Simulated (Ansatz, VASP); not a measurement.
# BaTiO3 in VASP and in Ansatz

INCAR

```
  ALGO = Normal
  EDIFF = 1E-6
  ENCUT = 520
  GGA = PE
  ISIF = 2
  ISMEAR = 0
  LASPH = True
  LCHARG = False
  LREAL = False
  LWAVE = False
  NBANDS = 28
  NELM = 60
  PREC = Accurate
  SIGMA = 0.01
```

KPOINTS

```
k-points
0
Gamma
  6 6 6
```

The input POSCAR:

```
BaTiO3
1.0
    3.9723651325      0.0000000000      0.0000000000
    0.0000000000      3.9723651325      0.0000000000
    0.0000000000      0.0000000000      4.1122286721
Ba Ti O
1 1 3
Direct
    0.0000000000      0.0000000000     -0.0043576223
    0.5000000000      0.5000000000      0.4775257951
    0.5000000000      0.5000000000      0.0345450507
    0.5000000000      0.0000000000      0.5176433883
    0.0000000000      0.5000000000      0.5176433883
```

Input for Ansatz:

```yaml
crystal:
  lattice:
    - [3.9723651325, 0.0, 0.0]
    - [0.0, 3.9723651325, 0.0]
    - [0.0, 0.0, 4.1122286721]
  atoms:
    - { symbol: Ba, position: [0.0, 0.0, -0.0043576223] }
    - { symbol: Ti, position: [0.5, 0.5, 0.4775257951] }
    - { symbol: O, position: [0.5, 0.5, 0.0345450507] }
    - { symbol: O, position: [0.5, 0.0, 0.5176433883] }
    - { symbol: O, position: [0.0, 0.5, 0.5176433883] }
kpoints:
  mp_grid: { grid: [6, 6, 6] }
  band_path:
    path:
      - [0.0, 0.0, 0.0]
      - [0.0, 0.5, 0.0]
      - [0.5, 0.5, 0.0]
      - [0.0, 0.0, 0.5]
      - [0.0, 0.5, 0.5]
      - [0.5, 0.5, 0.5]
      - [-0.5, -0.5, 0.479167]
    npoints: 1
hamiltonian:
  xc: pbe
scf:
  occupations: { method: fixed }
  n_extra_bands: 5
output:
  forces: true
  stress: true
  eigenvalues: true
```

Alike in both runs: task single point; functional PBE; k mesh 6 × 6 × 6; no spin polarisation.

```csv
,VASP,Ansatz
version,VASP 6.6.1,Ansatz 0.2.0
potentials or method,"VASP PAW PBE potentials, release 64 (Ba_sv, Ti_sv, O)","plane waves, PAW"
plane-wave cutoff (eV),520,420
occupations,"gaussian, width 0.01 eV",fixed
valence electrons in the cell,40,40
```

Ansatz gave:

```
gap on the k mesh at the Fermi level (eV)                     : 1.87
pressure (GPa)                                                : 3.2
traceless stress, the component that is largest in VASP (GPa) : 0.10
rms of the force components (eV/Å)                            : 0.039
```

Problem. Estimate VASP's values.

Solution. gap on the k mesh at the Fermi level (eV): 1.81; pressure (GPa): 4.9; traceless stress, the component that is largest in VASP (GPa): 0.13; rms of the force components (eV/Å): 0.063.

Atom by atom the forces differ by 0.029 eV/Å (rms over components).

Neither program's run includes spin-orbit coupling.
